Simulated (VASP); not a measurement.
SiC (Moissanite 3C), 2 atoms in the cell. Symmetry: F-43m, No. 216, cubic system. Conventional cell: a = 4.329 Å, b = 4.329 Å, c = 4.329 Å, α = 90.00°, β = 90.00°, γ = 90.00°. Si (site symmetry -43m) has 4 C at 1.87 Å within 2.5 Å. C (site symmetry -43m) has 4 Si at 1.87 Å within 2.5 Å. 

* Program: VASP 6.6.1
* Task: single point
* Functional: PBE
* Potentials or basis: VASP PAW PBE potentials, release 64 (Si, C)
* Cutoff: 520 eV
* k mesh: 8 × 8 × 8
* Occupations: gaussian, width 0.01 eV
* Spin: no spin polarisation
* Dipole correction: no
* Further INCAR settings: ALGO = Normal; EDIFF = 1e-06; NBANDS = 11

Potentials or basis: VASP PAW PBE potentials, release 64 (Si, C).

Run with:

```sh
$ cat potpaw_PBE.64/Si/POTCAR potpaw_PBE.64/C/POTCAR > POTCAR
$ mpirun -np 1 vasp_std > vasp.out
```

Hardware: 1 thread of AMD EPYC 7R13 Processor (Zen 3), on a shared host.

Estimate the wall time of this run.

Run time: 5.2 s on 1 thread of AMD EPYC 7R13 Processor (Zen 3) (shared host), peak memory 0.1 GiB. Counts: scf iterations 12, k points 29.
